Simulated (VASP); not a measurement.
LiF:

```
Li F
1.0
     2.51626    0.00000    0.00000
     0.00000    2.51626    0.00000
     0.00000    0.00000    2.51626
Li F
1 1
Direct
  0.00000 0.00000 0.00000
  0.50000 0.50000 0.50000
```

Base run:

* Program: VASP 6.6.1
* Functional: r2SCAN
* Potentials or basis: VASP PAW PBE potentials, release 64 (Li_sv, F_h)
* Cutoff: 910 eV
* k mesh: 10 × 10 × 10
* Occupations: gaussian, width 0.01 eV
* Spin: no spin polarisation

Its results: band gap on the k mesh 9.10 eV, indirect (least direct gap 9.84 eV).

Q: The run is repeated on the same cell with these changes: functional from r2SCAN to LDA; potentials or basis from VASP PAW PBE potentials, release 64 (Li_sv, F_h) to VASP PAW LDA potentials, release 64 (Li_sv, F); cutoff from 910 eV to 520 eV. What comes out?

A: Band gap on the k mesh 7.74 eV, indirect (least direct gap 8.48 eV).

A k mesh can miss the band edges.
